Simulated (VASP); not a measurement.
The system is CdH2.

```
Cd H
1.0
     0.00000    2.17906    2.17906
     2.17906    0.00000    2.17906
     2.17906    2.17906    0.00000
Cd H
1 2
Direct
  0.00000 0.00000 0.00000
  0.25000 0.25000 0.25000
  0.75000 0.75000 0.75000
```

* Program: VASP 6.6.1
* Task: relaxation of cell and atoms
* Functional: PBEsol
* Potentials or basis: VASP PAW PBE potentials, release 64 (Cd, H)
* Cutoff: 600 eV
* k mesh: 8 × 8 × 8
* Occupations: fermi-dirac, width 0.03 eV
* Spin: no spin polarisation

At the start: pressure 71.5 GPa; volume 6.90 Å³/atom.

Where does the relaxation end?

Over 3 steps the energy falls by 560.0 meV/atom and the volume is 10.54 Å³/atom (+52.8 %); space group Fm-3m (No. 225, to 0.05 Å).

Step by step:
```tsv
step	energy change (eV)	largest force (eV/Å)	pressure (GPa)	volume (Å³)
1	0.0000	0.0000	71.51	20.69
2	-1.6797	0.0000	0.42	31.35
3	-1.6799	0.0000	-0.13	31.62
```

Final structure:
```
Cd H
1.0
     0.00000    2.50989    2.50989
     2.50989    0.00000    2.50989
     2.50989    2.50989    0.00000
Cd H
1 2
Direct
  0.00000 0.00000 0.00000
  0.25000 0.25000 0.25000
  0.75000 0.75000 0.75000
```

Caveat: the volume moved by over 15 % at a fixed basis, so the end points are rough; the PAW data sets were made with another functional, which shifts forces and pressure a little.
